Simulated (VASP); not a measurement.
Input of a VASP 6.6.1 run:

Contents of INCAR:

```
  PREC = Accurate
  ENCUT = 520
  EDIFF = 1E-6
  ISMEAR = 1
  SIGMA = 0.1
  LREAL = False
  LASPH = True
  NELM = 150
  ALGO = Normal
  ISIF = 2
  LWAVE = False
  LCHARG = False
  LNONCOLLINEAR = True
  MAGMOM = 0 0 0
  LORBIT = 11
  LSORBIT = True
  GGA_COMPAT = False
  LORBMOM = True
  NBANDS = 23
```

Contents of KPOINTS:

```
Automatic mesh
0
Gamma
  7 7 7
```

POSCAR

```
Cd
1.0
   -1.7764540000      1.7865220000      1.8040350000
    1.8068060000     -1.7715740000      1.8194390000
    1.7476150000      1.7427360000     -1.7890870000
Cd
1
Direct
   -0.0043660000     -0.0059030000      0.0017480000
```

Potentials or basis: VASP PAW LDA potentials, release 64 (Cd).

Launch:

```bash
$ cat potpaw_LDA.64/Cd/POTCAR > POTCAR
$ mpirun -np 1 vasp_ncl > vasp.out
```

(1) Estimate the pressure.

(2) Predict the net moment.

Results:

(1) -5.1 GPa.

(2) 0.00 μB per cell.

Caveat: the cell differs from its parent crystal (the cell strained at random); the stress differs along the axes, from -7 to -2 GPa.
